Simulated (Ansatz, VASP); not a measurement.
## Two plane-wave programs on As

```
CELL_PARAMETERS angstrom
-2.61055 2.61055 1.43580
2.61055 -2.61055 1.43580
2.61055 2.61055 -1.43580
ATOMIC_POSITIONS crystal
As 0.62500 0.87500 0.75000
As 0.37500 0.12500 0.25000
```

Alike in both runs: task relaxation of cell and atoms; functional PBE; k mesh 17 × 17 × 17; occupations fermi-dirac, width 0.1 eV; no spin polarisation.

```csv
,VASP,Ansatz
version,VASP 6.6.1,Ansatz 0.2.0
potentials or method,"VASP PAW PBE potentials, release 64 (As)","PAW with Ansatz's default frozen-core files, scalar-relativistic"
plane-wave cutoff (eV),600,420
valence electrons in the cell,10,30
```

Ansatz gave:

| Item | Value |
| --- | --- |
| relaxed volume (Å³/atom) | 20.30 |
| relaxed length of the cell vector where the two differ most in proportion (Å) | 4.037 |

Q: Which values does VASP return?

A: Relaxed volume (Å³/atom): 20.32; relaxed length of the cell vector where the two differ most in proportion (Å): 4.039.

VASP's potentials hold 10 valence electrons a cell and Ansatz's 30, so a difference there can come from the potentials and not from the codes.
